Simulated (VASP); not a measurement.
Write the native input for VASP 6.6.1 that does the following.

| Item | Value |
| --- | --- |
| Task | single point |
| Functional | PBE |
| Potentials or basis | VASP PAW PBE potentials, release 64 (Na_pv, Cl) |
| Cutoff | 520 eV |
| k mesh | 4 × 4 × 4 |
| Occupations | gaussian, width 0.01 eV |
| Spin | no spin polarisation |
| Dipole correction | no |
| Further INCAR settings | ALGO = Normal; EDIFF = 1e-06; NBANDS = 14 |

The structure of NaCl lies in POSCAR:

```
NaCl
1.0
    0.0000000000      3.1378928241      3.1378928241
    3.1378928241      0.0000000000      3.1378928241
    3.1378928241      3.1378928241      0.0000000000
Na Cl
1 1
Direct
    0.0000000000      0.0000000000      0.0000000000
    0.2500000000      0.2500000000      0.2500000000
```

This cell differs from its parent crystal: volume changed by +5%.

These files were run (other wordings do the same):

INCAR

```
SYSTEM = NaCl
  PREC = Accurate
  ENCUT = 520
  EDIFF = 1E-6
  ISMEAR = 0
  SIGMA = 0.01
  LREAL = .FALSE.
  LASPH = .TRUE.
  NELM = 80
  ALGO = Normal
  ISIF = 2
  LWAVE = .FALSE.
  LCHARG = .TRUE.
  GGA = PE
  LELF = .TRUE.
  LVHAR = .TRUE.
  NBANDS = 14
```

KPOINTS

```
Automatic mesh
0
G
  4 4 4
  0 0 0
```

Potentials or basis: VASP PAW PBE potentials, release 64 (Na_pv, Cl).

The run is started by

```bash
$ cat potpaw_PBE.64/Na_pv/POTCAR potpaw_PBE.64/Cl/POTCAR > POTCAR
$ mpirun -np 1 vasp_std > vasp.out
```

It gave:

The pressure is -0.2 GPa. The band gap on the k mesh is 4.82 eV, direct.

Caveat: the k points lie up to 0.43 Å⁻¹ apart.

It took 17 s on 1 thread of Intel(R) Xeon(R) Platinum 8488C (Sapphire Rapids) (shared host), peak memory 0.19 GiB.
